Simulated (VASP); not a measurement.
# Mg3CdS2 (P-6m2) in VASP: further runs

The runs below take Mg3CdS2 through single point, with PBE.

Program: VASP 6.6.1. These are calculated values, not measurements. Logs are shortened: lines on timing, memory, paths and dates and some standing lists are left out, and cuts for length are marked.

## 1. The cell of the first run

It takes space group P-6m2 (No. 187, hexagonal). Conventional cell: a = 4.163 Å, b = 4.163 Å, c = 7.781 Å, α = 90.00°, β = 90.00°, γ = 120.00°. Mg (site symmetry -6m2) has 3 Mg at 2.40 Å and 6 S at 3.16 Å within 3.2 Å. Within 3.2 Å of Mg (site symmetry -6m2) lie 3 Cd at 2.40 Å and 6 S at 3.02 Å. Mg (site symmetry -6m2) has 3 Mg at 2.40 Å and 6 S at 3.16 Å within 3.2 Å. Within 3.2 Å of Cd (site symmetry -6m2) lie 3 Mg at 2.40 Å and 6 S at 3.02 Å. S (site symmetry 3m) has 3 Cd at 3.02 Å and 9 Mg at 3.02 to 3.16 Å and 1 S at 3.66 Å within 4.0 Å.

## 2. Single point, PBE

The input, INCAR:

```
PREC = Accurate ; ENCUT = 520
EDIFF = 1E-6 ; ISMEAR = 0
SIGMA = 0.1 ; LREAL = F
LASPH = T ; NELM = 80
ALGO = Normal ; ISIF = 2
LWAVE = F ; LCHARG = F
GGA = PE ; NBANDS = 24
```

The input, KPOINTS:

```
Automatic mesh
0
Gamma
  6 6 2
```

The input, POSCAR:

```
Mg3CdS2
1.0
    4.1628048400      0.0000000000      0.0000000000
   -2.0814024200      3.6050947500      0.0000000000
    0.0000000000      0.0000000000      7.7805815200
Mg Cd S
3 1 2
Direct
    0.0000000000      0.0000000000      0.5000000000
    0.3333333300      0.6666666700      0.0000000000
    0.3333333300      0.6666666700      0.5000000000
    0.0000000000      0.0000000000      0.0000000000
    0.6666666700      0.3333333300      0.2354539900
    0.6666666700      0.3333333300      0.7645460100
```

Potentials or basis: VASP PAW PBE potentials, release 64 (Mg, Cd, S).

Run with:

```console
$ cat potpaw_PBE.64/Mg/POTCAR potpaw_PBE.64/Cd/POTCAR potpaw_PBE.64/S/POTCAR > POTCAR
$ mpirun -np 1 vasp_std > vasp.out
```

OUTCAR:

```text
PREC = Accurate
   ENCUT = 520
   EDIFF = 1E-6
   ISMEAR = 0
   LREAL = F
   LASPH = T
   NELM = 80
   ISIF = 2
   GGA = PE

 ion  position               nearest neighbor table
   1  0.000  0.000  0.500-   3 2.40   3 2.40   3 2.40   6 3.16   5 3.16   6 3.16   5 3.16   6 3.16
                             5 3.16
   2  0.333  0.667  0.000-   4 2.40   4 2.40   4 2.40   5 3.02   6 3.02   5 3.02   6 3.02   6 3.02
                             5 3.02
   3  0.333  0.667  0.500-   1 2.40   1 2.40   1 2.40   5 3.16   6 3.16   5 3.16   6 3.16   6 3.16
                             5 3.16
   4  0.000  0.000  0.000-   2 2.40   2 2.40   2 2.40   6 3.02   5 3.02   6 3.02   5 3.02   6 3.02
                             5 3.02
   5  0.667  0.333  0.235-   2 3.02   4 3.02   2 3.02   4 3.02   4 3.02   2 3.02   1 3.16   3 3.16
                             3 3.16   1 3.16   1 3.16   3 3.16
   6  0.667  0.333  0.765-   2 3.02   4 3.02   2 3.02   4 3.02   4 3.02   2 3.02   1 3.16   3 3.16
                             3 3.16   1 3.16   1 3.16   3 3.16

  LATTYP: Found a hexagonal cell.
 ALAT       =     4.1628048400
 C/A-ratio  =     1.8690718924

  Lattice vectors:

 A1 = (   4.1628048400,   0.0000000000,   0.0000000000)
 A2 = (  -2.0814024200,   3.6050947500,   0.0000000000)
 A3 = (   0.0000000000,   0.0000000000,   7.7805815200)

Analysis of symmetry for initial positions (statically):
=====================================================================
 Subroutine PRICEL returns:
 Original cell was already a primitive cell.

 Routine SETGRP: Setting up the symmetry group for a
 hexagonal supercell.

 Subroutine GETGRP returns: Found 12 space group operations
 (whereof 12 operations were pure point group operations)
 out of a pool of 24 trial point group operations.

The static configuration has the point symmetry D_3h.

Analysis of symmetry for dynamics (positions and initial velocities):
=====================================================================
 Subroutine PRICEL returns:
 Original cell was already a primitive cell.

 Routine SETGRP: Setting up the symmetry group for a
 hexagonal supercell.

 Subroutine GETGRP returns: Found 12 space group operations
 (whereof 12 operations were pure point group operations)
 out of a pool of 24 trial point group operations.

The dynamic configuration has the point symmetry D_3h.

 Subroutine INISYM returns: Found 12 space group operations
 (whereof 12 operations are pure point group operations),
 and found     1 'primitive' translations

----------------------------------------------------------------------------------------

                                     Primitive cell

  volume of cell :     116.7656

  direct lattice vectors                    reciprocal lattice vectors
     4.162804840  0.000000000  0.000000000     0.240222648  0.138692610  0.000000000
    -2.081402420  3.605094750  0.000000000     0.000000000  0.277385220  0.000000000
     0.000000000  0.000000000  7.780581520     0.000000000  0.000000000  0.128525098

  length of vectors
     4.162804840  4.162804847  7.780581520     0.277385220  0.277385220  0.128525098

  position of ions in fractional coordinates (direct lattice)
     0.000000000  0.000000000  0.500000000
     0.333333330  0.666666670  0.000000000
     0.333333330  0.666666670  0.500000000
     0.000000000  0.000000000  0.000000000
     0.666666670  0.333333330  0.235453990
     0.666666670  0.333333330  0.764546010

  ion indices of the primitive-cell ions
   primitive index   ion index
                 1           1
                 2           2
                 3           3
                 4           4
                 5           5
                 6           6

----------------------------------------------------------------------------------------

 KPOINTS: Automatic mesh

Automatic generation of k-mesh.
 Grid dimensions read from file:
 generate k-points for:    6    6    2

 Generating k-lattice:

  Cartesian coordinates                     Fractional coordinates (reciprocal lattice)
     0.040037108  0.023115435  0.000000000     0.166666667  0.000000000  0.000000000
     0.000000000  0.046230870  0.000000000     0.000000000  0.166666667  0.000000000
     0.000000000  0.000000000  0.064262549     0.000000000  0.000000000  0.500000000

  Length of vectors
     0.046230870  0.046230870  0.064262549

  Shift w.r.t. Gamma in fractional coordinates (k-lattice)
     0.000000000  0.000000000  0.000000000

 Subroutine IBZKPT returns following result:
 ===========================================

 Found     14 irreducible k-points:

 Following reciprocal coordinates:
            Coordinates               Weight
  0.000000  0.000000  0.000000      1.000000
  0.166667  0.000000  0.000000      6.000000
  0.333333  0.000000  0.000000      6.000000
  0.500000  0.000000  0.000000      3.000000
  0.166667  0.166667  0.000000      6.000000
  0.333333  0.166667  0.000000     12.000000
  0.333333  0.333333  0.000000      2.000000
  0.000000  0.000000  0.500000      1.000000
  0.166667  0.000000  0.500000      6.000000
  0.333333  0.000000  0.500000      6.000000
  0.500000  0.000000  0.500000      3.000000
  0.166667  0.166667  0.500000      6.000000
  0.333333  0.166667  0.500000     12.000000
  0.333333  0.333333  0.500000      2.000000
   k-points           NKPTS =     14   k-points in BZ     NKDIM =     14   number of bands    NBANDS=     24
   number of dos      NEDOS =    301   number of ions     NIONS =      6
   total plane-waves  NPLWV =  61440
   dimension x,y,z NGX =    32 NGY =   32 NGZ =   60
   dimension x,y,z NGXF=    64 NGYF=   64 NGZF=  120
   ions per type =               3   1   2
   NGX,Y,Z   is equivalent  to a cutoff of  12.78, 12.78, 12.82 a.u.
   NGXF,Y,Z  is equivalent  to a cutoff of  25.56, 25.56, 25.64 a.u.
 SYSTEM =  unknown system
   PREC   = accura    normal or accurate (medium, high low for compatibility)
   ISTART =      0    job   : 0-new  1-cont  2-samecut
   ICHARG =      2    charge: 1-file 2-atom 10-const
   ISPIN  =      1    spin polarized calculation?
   LNONCOLLINEAR =      F non collinear calculations
   LSORBIT =      F    spin-orbit coupling
   LASPH  =      T    aspherical Exc in radial PAW
   ENCUT  =  520.0 eV  38.22 Ry    6.18 a.u.   7.74  7.74 14.47*2*pi/ulx,y,z
   NELM   =     80;   NELMIN=  2; NELMDL= -5     # of ELM steps
   EDIFF  = 0.1E-05   stopping-criterion for ELM
   LREAL  =      F    real-space projection
   EDIFFG = 0.1E-04   stopping-criterion for IOM
   NSW    =      0    number of steps for IOM
   IBRION =     -1    ionic relax: 0-MD 1-quasi-New 2-CG
   NFREE  =      0    steps in history (QN), initial steepest desc. (CG)
   ISIF   =      2    stress and relaxation
   ISYM   =      2    0-nonsym 1-usesym 2-fastsym
   POTIM  = 0.5000    time-step for ionic-motion
   TEBEG  =    0.0;   TEEND  =   0.0 temperature during run
   PSTRESS=    0.0 pullay stress
   NELECT =      30.0000    total number of electrons
   NUPDOWN=      -1.0000    fix difference up-down
   EMIN   =  10.00;   EMAX   =-10.00  energy-range for DOS
   EFERMI =   0.00;   METHOD = LEGACY
   ISMEAR =     0;   SIGMA  =   0.10  broadening in eV -4-tet -1-fermi 0-gaus
   EFERMI_NEDOS =   21; number of points for ismear=-14 and -15
   IALGO  =     38    algorithm
   IMIX   =      4    mixing-type and parameters
     AMIX     =   0.40;   BMIX     =  1.00
     AMIX_MAG =   1.60;   BMIX_MAG =  1.00
  volume/ion in A,a.u.               =      19.46       131.33
  Fermi-wavevector in a.u.,A,eV,Ry     =   1.040743  1.966720 14.737106  1.083147
  Thomas-Fermi vector in A             =   2.175333
   LORBIT       =      0    0 simple, 1 ext, 2 COOP (PROOUT), +10 PAW based schemes
   GGA     = PE    functional components
   LHFCALC =     F    Hartree Fock is set to
   AEXX    =    0.0000 exact exchange contribution
   IVDW    =     0    specifies the selected vdW correction
   LEPSILON=     F    determine dielectric tensor
   LRPA    =     F    only Hartree local field effects (RPA)
 non-spin polarized calculation
 Gauss-broadening in eV      SIGMA  =   0.10
  energy-cutoff  :      520.00
  volume of cell :      116.77
 maximum number of plane-waves:      3157
 NGX is ok and might be reduce to    32
   NGX = 15   NGY = 15   NGZ = 29

 number of electron      30.0000003 magnetization

 Free energy of the ion-electron system (eV)
  ---------------------------------------------------
  ext. energy  EPLUGINS =         0.00000000
  ---------------------------------------------------
  free energy    TOTEN  =       -11.00997639 eV

  energy without entropy =      -10.99828385  energy(sigma->0) =      -11.00413012

 E-fermi :   4.2149     XC(G=0):  -9.6611

 val. band max:        4.1984039601   @ k =   0.3333   0.3333   0.5000
 cond. band min:       4.2448577683   @ k =   0.1667   0.1667   0.5000
 fundamental gap:      0.0464538082
 Fermi energy:         4.2149472551

 k-point     1 :       0.0000    0.0000    0.0000
  band No.  band energies     occupation
      1      -9.0921      2.00000
      2      -8.4888      2.00000
      3      -5.4802      2.00000
      4      -5.4802      2.00000
      5      -5.2186      2.00000
      6      -5.0105      2.00000
[... 16 lines left out ...]
     23       9.1097      0.00000
     24      10.3175      0.00000

 k-point     2 :       0.1667    0.0000    0.0000
  band No.  band energies     occupation
      1      -8.9693      2.00000
      2      -8.4240      2.00000
      3      -5.4939      2.00000
      4      -5.4401      2.00000
      5      -5.1601      2.00000
      6      -5.0228      2.00000
[... 16 lines left out ...]
     23       9.8418      0.00000
     24      10.4168      0.00000

 k-point     3 :       0.3333    0.0000    0.0000
  band No.  band energies     occupation
      1      -8.7027      2.00000
      2      -8.2880      2.00000
      3      -5.5067      2.00000
      4      -5.3570      2.00000
      5      -5.0474      2.00000
      6      -5.0441      2.00000
[... 16 lines left out ...]
     23       9.4278      0.00000
     24      11.2726      0.00000

 k-point     4 :       0.5000    0.0000    0.0000
  band No.  band energies     occupation
      1      -8.5571      2.00000
      2      -8.2165      2.00000
      3      -5.4993      2.00000
      4      -5.3139      2.00000
      5      -5.0596      2.00000
      6      -4.9871      2.00000
[... 16 lines left out ...]
     23      10.4051      0.00000
     24      12.2072      0.00000

 k-point     5 :       0.1667    0.1667    0.0000
  band No.  band energies     occupation
      1      -8.7733      2.00000
      2      -8.3228      2.00000
      3      -5.4926      2.00000
      4      -5.3914      2.00000
      5      -5.0738      2.00000
      6      -5.0553      2.00000
[... 16 lines left out ...]
     23       9.0556      0.00000
     24      10.9959      0.00000

 k-point     6 :       0.3333    0.1667    0.0000
  band No.  band energies     occupation
      1      -8.5619      2.00000
      2      -8.2163      2.00000
      3      -5.4705      2.00000
      4      -5.3358      2.00000
      5      -5.0951      2.00000
      6      -4.9962      2.00000
[... 16 lines left out ...]
     23       9.5183      0.00000
     24      10.5783      0.00000
[... 109 lines left out ...]
 k-point    11 :       0.5000    0.0000    0.5000
  band No.  band energies     occupation
      1      -8.4578      2.00000
      2      -8.3304      2.00000
      3      -5.4887      2.00000
      4      -5.3139      2.00000
      5      -5.0600      2.00000
      6      -4.9859      2.00000
[... 16 lines left out ...]
     23      10.0430      0.00000
     24      10.4103      0.00000

 k-point    12 :       0.1667    0.1667    0.5000
  band No.  band energies     occupation
      1      -8.6539      2.00000
      2      -8.4678      2.00000
      3      -5.4881      2.00000
      4      -5.3882      2.00000
      5      -5.0665      2.00000
      6      -5.0559      2.00000
[... 16 lines left out ...]
     23       9.2455      0.00000
     24      10.0052      0.00000

 k-point    13 :       0.3333    0.1667    0.5000
  band No.  band energies     occupation
      1      -8.4620      2.00000
      2      -8.3311      2.00000
      3      -5.4641      2.00000
      4      -5.3308      2.00000
      5      -5.0967      2.00000
      6      -4.9946      2.00000
[... 16 lines left out ...]
     23       9.5664      0.00000
     24      11.0895      0.00000

 k-point    14 :       0.3333    0.3333    0.5000
  band No.  band energies     occupation
      1      -8.3994      2.00000
      2      -8.2842      2.00000
      3      -5.4260      2.00000
      4      -5.3255      2.00000
      5      -5.1334      2.00000
      6      -4.9806      2.00000
[... 16 lines left out ...]
     23       9.0211      0.00000
     24      11.7599      0.00000

------------------------ aborting loop because EDIFF is reached ----------------------------------------

  FORCE on cell =-STRESS in cart. coord.  units (eV):
  Direction    XX          YY          ZZ          XY          YZ          ZX
  --------------------------------------------------------------------------------------
  -------------------------------------------------------------------------------------
  Total       13.5566933     13.5566933     -0.5967693      0.0000000      0.0000000      0.0000000
  in kB      186.0156828    186.0156835     -8.1884600      0.0000000      0.0000000      0.0000000
  external PRESSURE =     121.2809688 kB  Pullay stress =       0.0000000 kB

 VOLUME and BASIS-vectors are now :
 -----------------------------------------------------------------------------
  energy-cutoff  :      520.00
  volume of cell :      116.77
      direct lattice vectors                 reciprocal lattice vectors
     4.162804840  0.000000000  0.000000000     0.240222648  0.138692610  0.000000000
    -2.081402420  3.605094750  0.000000000     0.000000000  0.277385220  0.000000000
     0.000000000  0.000000000  7.780581520     0.000000000  0.000000000  0.128525098

 POSITION                                       TOTAL-FORCE (eV/Angst)
 -----------------------------------------------------------------------------------
      0.00000      0.00000      3.89029        -0.000000     -0.000000     -0.000000
     -0.00000      2.40340      0.00000        -0.000000     -0.000000     -0.000000
     -0.00000      2.40340      3.89029        -0.000000     -0.000000     -0.000000
      0.00000      0.00000      0.00000        -0.000000      0.000000     -0.000000
      2.08140      1.20170      1.83197         0.000000     -0.000000      0.782855
      2.08140      1.20170      5.94861         0.000000     -0.000000     -0.782855
 -----------------------------------------------------------------------------------
    total drift:                               -0.000025      0.000014     -0.000000

  FREE ENERGIE OF THE ION-ELECTRON SYSTEM (eV)
  ---------------------------------------------------
  free  energy   TOTEN  =       -11.0099763869 eV

  energy  without entropy=      -10.9982838540  energy(sigma->0) =      -11.00413012
```

It took 28 s on 1 thread of Intel Xeon 6975P-C, shared host; peak memory 0.25 GiB.

What came out:

| Property | Result |
| --- | --- |
| Free energy | -11.0100 eV |
| Pressure | 12.1 GPa |
| Largest force | 0.783 eV/Å |
| Band gap on the k mesh | zero (band 15 reaches 5.04 eV, above the bottom of band 16 at 4.04 eV) |

Forces in eV/Å, atoms in the order of the input:
```
Mg   0.000  0.000  0.000
Mg   0.000  0.000  0.000
Mg   0.000  0.000  0.000
Cd   0.000  0.000  0.000
S    0.000  0.000  0.783
S    0.000  0.000 -0.783
```

Caveat: the k points lie up to 0.40 Å⁻¹ apart.

## 3. Single point, PBE

This run uses another cell than the first one, of 22.33 Å³/atom, 1.148 times its volume.

The input, INCAR:

```
SYSTEM = Mg3CdS2
ALGO = Normal
EDIFF = 1E-6
ENCUT = 520
GGA = PE
ISIF = 2
ISMEAR = 0
LASPH = .True.
LCHARG = .False.
LREAL = .False.
LWAVE = .False.
NBANDS = 24
NELM = 60
PREC = Accurate
SIGMA = 0.1
```

The input, KPOINTS:

```
k-points
0
Gamma
  6 6 2
  0 0 0
```

The input, POSCAR:

```
Mg3CdS2
1.0
    4.6315625984      0.0000000000      0.0000000000
   -2.3157812992      4.0110508695      0.0000000000
    0.0000000000      0.0000000000      7.2125136063
Mg Cd S
3 1 2
Direct
    0.0000000000      0.0000000000      0.5000000000
    0.3333333333      0.6666666667      0.0000000000
    0.3333333333      0.6666666667      0.5000000000
    0.0000000000      0.0000000000      0.0000000000
    0.6666666667      0.3333333333      0.2815021728
    0.6666666667      0.3333333333      0.7184978272
```

Potentials or basis: VASP PAW PBE potentials, release 64 (Mg, Cd, S).

Run with:

```console
$ cat potpaw_PBE.64/Mg/POTCAR potpaw_PBE.64/Cd/POTCAR potpaw_PBE.64/S/POTCAR > POTCAR
$ mpirun -np 1 vasp_std > vasp.out
```

It took 37 s on 1 thread of Intel Xeon 6975P-C, shared host; peak memory 0.27 GiB.

Results (log left out):

```yaml
Free_energy: -12.8553 eV
Pressure: 0.2 GPa
Largest_force: 0.016 eV/Å
Band_gap_on_the_k_mesh: zero (band 15 reaches 3.45 eV, above the bottom of band 16 at 3.26 eV)
```

Forces in eV/Å, atoms in the order of the input:
```
Mg   0.000  0.000  0.000
Mg   0.000  0.000  0.000
Mg   0.000  0.000  0.000
Cd   0.000  0.000  0.000
S    0.000  0.000 -0.016
S    0.000  0.000  0.016
```

Stress tensor (GPa, compression positive):
```
0.31 0.00 0.00
0.00 0.31 0.00
0.00 0.00 0.13
```

Levels at points of the mesh, in eV from the Fermi level:
```csv
k point,band 11,band 12,band 13,band 14,band 15,band 16,band 17,band 18,band 19,band 20
"(0.00, 0.00, 0.00)",-2.98,-2.10,-2.10,-1.24,-0.06,0.22,1.33,1.33,3.36,3.36
"(0.50, 0.00, 0.00)",-3.64,-2.76,-2.39,-1.77,-0.85,0.99,1.51,1.51,1.69,3.67
"(0.00, 0.00, 0.50)",-2.87,-2.27,-2.27,-1.91,-0.91,1.74,1.74,2.37,2.37,2.73
"(0.50, 0.00, 0.50)",-3.36,-3.00,-2.85,-1.06,-0.83,-0.05,0.64,2.39,3.11,3.53
```

Caveat: the k points lie up to 0.44 Å⁻¹ apart.
